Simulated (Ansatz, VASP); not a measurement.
# Two plane-wave programs on ZnO

```
Zn O
1.0
     3.23853    0.00000    0.00000
    -1.61927    2.80465    0.00000
     0.00000    0.00000    5.18640
Zn O
2 2
Direct
  0.33333 0.66667 0.00000
  0.66667 0.33333 0.50000
  0.33333 0.66667 0.38210
  0.66667 0.33333 0.88210
```

Change from the starting cell: volume scaled by 0.99, PAW files.

Alike in both runs: task electric field gradients; functional LDA; k mesh 8 × 8 × 5; occupations fermi-dirac, width 0.01 eV; no spin polarisation.

|  | VASP | Ansatz |
| --- | --- | --- |
| version | VASP 6.6.1 | Ansatz 0.2.0 |
| potentials or method | VASP PAW LDA potentials, release 64 (Zn, O) | PAW with Ansatz's default frozen-core files, scalar-relativistic |
| plane-wave cutoff (eV) | 520 | 420 |
| valence electrons in the cell | 36 | 36 |

Ansatz gave:

| Item | Value |
| --- | --- |
| gap on the k mesh at the Fermi level (eV) | 0.75 |
| pressure (GPa) | -5.7 |
| traceless stress, the component that is largest in VASP (GPa) | 0.41 |
| rms of the force components (eV/Å) | 0.023 |
| size of Vzz on the site where it differs most (V/Å²) | 7.5 |

Question: Which values does VASP return?

Answer: gap on the k mesh at the Fermi level (eV): 0.76; pressure (GPa): -4.6; traceless stress, the component that is largest in VASP (GPa): 0.37; rms of the force components (eV/Å): 0.024; size of Vzz on the site where it differs most (V/Å²): 7.9.

LDA's correlation is that of Perdew and Zunger in VASP and of Perdew and Wang (1992) in Ansatz. Atom by atom the forces differ by 0.001 eV/Å (rms over components).
